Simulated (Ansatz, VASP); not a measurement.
CdTe: VASP beside Ansatz

```
CELL_PARAMETERS angstrom
0.00000 3.20500 3.20500
3.20500 0.00000 3.20500
3.20500 3.20500 0.00000
ATOMIC_POSITIONS crystal
Cd 0.00000 0.00000 0.00000
Te 0.25000 0.25000 0.25000
```

Alike in both runs: task single point; functional PBE; dispersion D4; k mesh 6 × 6 × 6; occupations gaussian, width 0.05 eV; no spin polarisation.

|  | VASP | Ansatz |
| --- | --- | --- |
| version | VASP 6.6.1 | Ansatz 0.2.0 |
| potentials or method | VASP PAW PBE potentials, release 64 (Cd, Te), cutoff 520 eV | scalar-relativistic, plane waves, PAW |
| valence electrons in the cell | 18 | 36 |

|  | VASP | Ansatz | Ansatz less VASP |
| --- | --- | --- | --- |
| gap on the k mesh at the Fermi level (eV) | 0.87 | 0.87 | 0.000 |
| least direct gap on the mesh (eV) | 0.87 | 0.87 | 0.000 |
| pressure (GPa) | 2.4 | 2.2 | -0.16 |

VASP's potentials hold 18 valence electrons a cell and Ansatz's 36, so a difference there can come from the potentials and not from the codes.

Spin-orbit coupling is off throughout.
